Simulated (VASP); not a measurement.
ZnO (zincite), 4 atoms in the cell. Symmetry: P6_3mc, No. 186, hexagonal system. The conventional cell has a = 3.249 Å, b = 3.249 Å, c = 5.206 Å, α = 90.00°, β = 90.00°, γ = 120.00°. Within 2.6 Å of Zn (site symmetry 3m) lie 4 O at 1.97 to 1.98 Å. O (site symmetry 3m) has 4 Zn at 1.97 to 1.98 Å within 2.6 Å. 

* Program: VASP 6.6.1
* Task: single point
* Functional: PBEsol
* Potentials or basis: VASP PAW PBE potentials, release 64 (Zn, O)
* Cutoff: 520 eV
* k mesh: 3 × 3 × 2
* Occupations: fermi-dirac, width 0.1 eV
* Spin: no spin polarisation
* Dipole correction: no
* Further INCAR settings: ALGO = Normal; EDIFF = 1e-06; NBANDS = 26

Potentials or basis: VASP PAW PBE potentials, release 64 (Zn, O).

Command:

```bash
$ cat potpaw_PBE.64/Zn/POTCAR potpaw_PBE.64/O/POTCAR > POTCAR
$ mpirun -np 1 vasp_std > vasp.out
```

Hardware: 1 thread of Intel(R) Xeon(R) Platinum 8259CL CPU @ 2.50GHz (Skylake/Cascade Lake), on a shared host.

Problem. Estimate the wall time of this run.

Solution. Run time: 12 s on 1 thread of Intel(R) Xeon(R) Platinum 8259CL CPU @ 2.50GHz (Skylake/Cascade Lake), with other jobs on the host, peak memory 0.15 GiB. Counts: scf iterations 15, k points 6.
